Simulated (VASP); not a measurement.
# Na2Al2O (P6mm) in VASP: further runs, part 2 of 2

VASP 6.6.1.

## 4. Single point, PBE, collinear spin, ferromagnetic start

INCAR reads:

```
SYSTEM = Na2Al2O
PREC = Accurate
ENCUT = 520
EDIFF = 1E-6
ISMEAR = 0
SIGMA = 0.1
LREAL = .FALSE.
LASPH = .TRUE.
NELM = 150
ALGO = Normal
ISIF = 2
LWAVE = .FALSE.
LCHARG = .FALSE.
ISPIN = 2
MAGMOM = 0 0 0 0 1
LORBIT = 11
GGA = PE
NBANDS = 25
```

KPOINTS reads:

```
Automatic mesh
0
G
  6 6 4
  0 0 0
```

POSCAR reads:

```
Na2Al2O
1.0
    4.5681688800      0.0000000000      0.0000000000
   -2.2840844400      3.9561503000      0.0000000000
    0.0000000000      0.0000000000      5.0284879700
Na Al O
2 2 1
Direct
    0.3333333300      0.6666666700      0.1445680600
    0.6666666700      0.3333333300      0.1445680600
    0.3333333300      0.6666666700      0.6581900900
    0.6666666700      0.3333333300      0.6581900900
    0.0000000000      0.0000000000      0.1795685500
```

Potentials or basis: VASP PAW PBE potentials, release 64 (Na_pv, Al, O).

Command:

```
cat potpaw_PBE.64/Na_pv/POTCAR potpaw_PBE.64/Al/POTCAR potpaw_PBE.64/O/POTCAR > POTCAR
mpirun -np 1 vasp_std > vasp.out
```

OUTCAR:

```text
SYSTEM = Na2Al2O
   PREC = Accurate
   ENCUT = 520
   EDIFF = 1E-6
   ISMEAR = 0
   LREAL = .FALSE.
   LASPH = .TRUE.
   NELM = 150
   ISIF = 2
   ISPIN = 2
   LORBIT = 11
   GGA = PE

 ion  position               nearest neighbor table
   1  0.333  0.667  0.145-   3 2.45   3 2.58   2 2.64   2 2.64   2 2.64
   2  0.667  0.333  0.145-   4 2.45   4 2.58   1 2.64   1 2.64   1 2.64
   3  0.333  0.667  0.658-   1 2.45   1 2.58   4 2.64   4 2.64   4 2.64
   4  0.667  0.333  0.658-   2 2.45   2 2.58   3 2.64   3 2.64   3 2.64
   5  0.000  0.000  0.180-

  LATTYP: Found a hexagonal cell.
 ALAT       =     4.5681688800
 C/A-ratio  =     1.1007666534

  Lattice vectors:

 A1 = (   4.5681688800,   0.0000000000,   0.0000000000)
 A2 = (  -2.2840844400,   3.9561503000,   0.0000000000)
 A3 = (   0.0000000000,   0.0000000000,   5.0284879700)

Analysis of symmetry for initial positions (statically):
=====================================================================
 Subroutine PRICEL returns:
 Original cell was already a primitive cell.

 Routine SETGRP: Setting up the symmetry group for a
 hexagonal supercell.

 Subroutine GETGRP returns: Found 12 space group operations
 (whereof 12 operations were pure point group operations)
 out of a pool of 24 trial point group operations.

The static configuration has the point symmetry C_6v.

Analysis of symmetry for dynamics (positions and initial velocities):
=====================================================================
 Subroutine PRICEL returns:
 Original cell was already a primitive cell.

 Routine SETGRP: Setting up the symmetry group for a
 hexagonal supercell.

 Subroutine GETGRP returns: Found 12 space group operations
 (whereof 12 operations were pure point group operations)
 out of a pool of 24 trial point group operations.

The dynamic configuration has the point symmetry C_6v.

Analysis of structural, dynamic, and magnetic symmetry:
=====================================================================
 Subroutine PRICEL returns:
 Original cell was already a primitive cell.

 Routine SETGRP: Setting up the symmetry group for a
 hexagonal supercell.

 Subroutine GETGRP returns: Found 12 space group operations
 (whereof 12 operations were pure point group operations)
 out of a pool of 24 trial point group operations.

The overall configuration has the point symmetry C_6v.

 Subroutine INISYM returns: Found 12 space group operations
 (whereof 12 operations are pure point group operations),
 and found     1 'primitive' translations

----------------------------------------------------------------------------------------

                                     Primitive cell

  volume of cell :      90.8767

  direct lattice vectors                    reciprocal lattice vectors
     4.568168880  0.000000000  0.000000000     0.218906093  0.126385491  0.000000000
    -2.284084440  3.956150300  0.000000000     0.000000000  0.252770983  0.000000000
     0.000000000  0.000000000  5.028487970     0.000000000  0.000000000  0.198866937

  length of vectors
     4.568168880  4.568168881  5.028487970     0.252770983  0.252770983  0.198866937

  position of ions in fractional coordinates (direct lattice)
     0.333333330  0.666666670  0.144568060
     0.666666670  0.333333330  0.144568060
     0.333333330  0.666666670  0.658190090
[... 83 lines left out ...]
   NFREE  =      0    steps in history (QN), initial steepest desc. (CG)
   ISIF   =      2    stress and relaxation
   ISYM   =      2    0-nonsym 1-usesym 2-fastsym
   POTIM  = 0.5000    time-step for ionic-motion
   TEBEG  =    0.0;   TEEND  =   0.0 temperature during run
   PSTRESS=    0.0 pullay stress
   NELECT =      26.0000    total number of electrons
   NUPDOWN=      -1.0000    fix difference up-down
   EMIN   =  10.00;   EMAX   =-10.00  energy-range for DOS
   EFERMI =   0.00;   METHOD = LEGACY
   ISMEAR =     0;   SIGMA  =   0.10  broadening in eV -4-tet -1-fermi 0-gaus
   EFERMI_NEDOS =   21; number of points for ismear=-14 and -15
   IALGO  =     38    algorithm
   IMIX   =      4    mixing-type and parameters
     AMIX     =   0.40;   BMIX     =  1.00
     AMIX_MAG =   1.60;   BMIX_MAG =  1.00
  volume/ion in A,a.u.               =      18.18       122.65
  Fermi-wavevector in a.u.,A,eV,Ry     =   1.078736  2.038515 15.832709  1.163671
  Thomas-Fermi vector in A             =   2.214683
   LORBIT       =     11    0 simple, 1 ext, 2 COOP (PROOUT), +10 PAW based schemes
   GGA     = PE    functional components
   LHFCALC =     F    Hartree Fock is set to
   AEXX    =    0.0000 exact exchange contribution
   IVDW    =     0    specifies the selected vdW correction
   LEPSILON=     F    determine dielectric tensor
   LRPA    =     F    only Hartree local field effects (RPA)
 spin polarized calculation
 Gauss-broadening in eV      SIGMA  =   0.10
  energy-cutoff  :      520.00
  volume of cell :       90.88
 maximum number of plane-waves:      2469
 NGX is ok and might be reduce to    36
   NGX = 17   NGY = 17   NGZ = 19

 number of electron      25.9999995 magnetization       0.0001705

 number of electron      25.9999995 magnetization      -0.0000357

 Free energy of the ion-electron system (eV)
  ---------------------------------------------------
  ext. energy  EPLUGINS =         0.00000000
  ---------------------------------------------------
  free energy    TOTEN  =       -13.23136122 eV

  energy without entropy =      -13.21849617  energy(sigma->0) =      -13.22492869

 E-fermi :   3.0976     XC(G=0):  -8.8937

 val. band max:        3.0926696508   @ k =   0.3333   0.0000   0.0000
 cond. band min:       3.1075815795   @ k =   0.1667  -0.0000   0.5000
 fundamental gap:      0.0149119287
 Fermi energy:         3.0976232254

 spin component 1

 k-point     1 :       0.0000    0.0000    0.0000
  band No.  band energies     occupation
      1     -21.6737      1.00000
      2     -21.5838      1.00000
      3     -21.5712      1.00000
      4     -21.5712      1.00000
      5     -21.3093      1.00000
      6     -21.3093      1.00000
[... 577 lines left out ...]
     24      13.9079      0.00000
     25      13.9079      0.00000
 Fermi energy:         3.0976232254

 spin component 2

 k-point     1 :       0.0000    0.0000    0.0000
  band No.  band energies     occupation
      1     -21.6737      1.00000
      2     -21.5838      1.00000
      3     -21.5712      1.00000
      4     -21.5712      1.00000
      5     -21.3093      1.00000
      6     -21.3093      1.00000
[... 577 lines left out ...]
     24      13.9078      0.00000
     25      13.9078      0.00000

------------------------ aborting loop because EDIFF is reached ----------------------------------------

  FORCE on cell =-STRESS in cart. coord.  units (eV):
  Direction    XX          YY          ZZ          XY          YZ          ZX
  --------------------------------------------------------------------------------------
  -------------------------------------------------------------------------------------
  Total       -3.0333247     -3.0333247     14.8910558      0.0000000      0.0000000      0.0000000
  in kB      -53.4782431    -53.4782431    262.5328924      0.0000000      0.0000000      0.0000000
  external PRESSURE =      51.8588021 kB  Pullay stress =       0.0000000 kB

 VOLUME and BASIS-vectors are now :
 -----------------------------------------------------------------------------
  energy-cutoff  :      520.00
  volume of cell :       90.88
      direct lattice vectors                 reciprocal lattice vectors
     4.568168880  0.000000000  0.000000000     0.218906093  0.126385491  0.000000000
    -2.284084440  3.956150300  0.000000000     0.000000000  0.252770983  0.000000000
     0.000000000  0.000000000  5.028487970     0.000000000  0.000000000  0.198866937

 POSITION                                       TOTAL-FORCE (eV/Angst)
 -----------------------------------------------------------------------------------
     -0.00000      2.63743      0.72696        -0.000000      0.000000      0.630763
      2.28408      1.31872      0.72696         0.000000     -0.000000      0.630763
     -0.00000      2.63743      3.30970         0.000000      0.000000     -0.582408
      2.28408      1.31872      3.30970        -0.000000     -0.000000     -0.582408
      0.00000      0.00000      0.90296        -0.000000     -0.000000     -0.096711
 -----------------------------------------------------------------------------------
    total drift:                                0.000000      0.000000     -0.000722

  FREE ENERGIE OF THE ION-ELECTRON SYSTEM (eV)
  ---------------------------------------------------
  free  energy   TOTEN  =       -13.2313612214 eV

  energy  without entropy=      -13.2184961677  energy(sigma->0) =      -13.22492869

 total charge

# of ion       s       p       d       tot
------------------------------------------
    1        0.109   6.004   0.000   6.113
    2        0.109   6.004   0.000   6.113
    3        0.504   0.329   0.000   0.834
    4        0.504   0.329   0.000   0.834
    5        1.581   3.207   0.000   4.787
--------------------------------------------------
tot          2.807  15.873   0.000  18.680

 magnetization (x)

# of ion       s       p       d       tot
------------------------------------------
    1       -0.000  -0.000   0.000  -0.000
    2       -0.000  -0.000   0.000  -0.000
    3        0.000   0.000   0.000   0.000
    4        0.000   0.000   0.000   0.000
    5        0.000   0.000   0.000   0.000
--------------------------------------------------
tot          0.000   0.000   0.000   0.000
```

Run time: 2 min. Hardware: 1 thread of Intel Xeon 8259CL, shared host; peak memory 0.29 GiB.

Results:

| Property | Result |
| --- | --- |
| Free energy | -13.2314 eV |
| Pressure | 5.2 GPa |
| Largest force | 0.631 eV/Å |
| Band gap on the k mesh | zero (filled and empty bands overlap) |
| Net moment | 0.00 μB per cell |
| Valence electrons inside the program's atomic spheres | Na 6.11; Al 0.83; O 4.79 |

Forces on the atoms (eV/Å):
```
Na   0.000  0.000  0.631
Na   0.000  0.000  0.631
Al   0.000  0.000 -0.582
Al   0.000  0.000 -0.582
O    0.000  0.000 -0.097
```

Caveat: the stress differs along the axes, from -5 to 26 GPa.

## 5. Summary

```csv
task,spin,cell,cutoff (eV),gap on the mesh (eV),pressure (GPa),largest force (eV/Å)
single point,off,as given,520,none,5.2,0.63
relaxation of cell and atoms,off,relaxed,600,none,-0.1,0.04
single point,"collinear, ferromagnetic start",as given,520,none,5.2,0.63
```

Alike in all rows: level PBE; potentials or basis VASP PAW PBE potentials, release 64 (Na_pv, Al, O); k mesh 6 × 6 × 4; smearing gaussian 0.1 eV.

Caveats: the stress differs along the axes, from -5 to 26 GPa (at least some runs).

Total energies depend on the potentials used, so only differences within one code and one set of settings carry meaning.
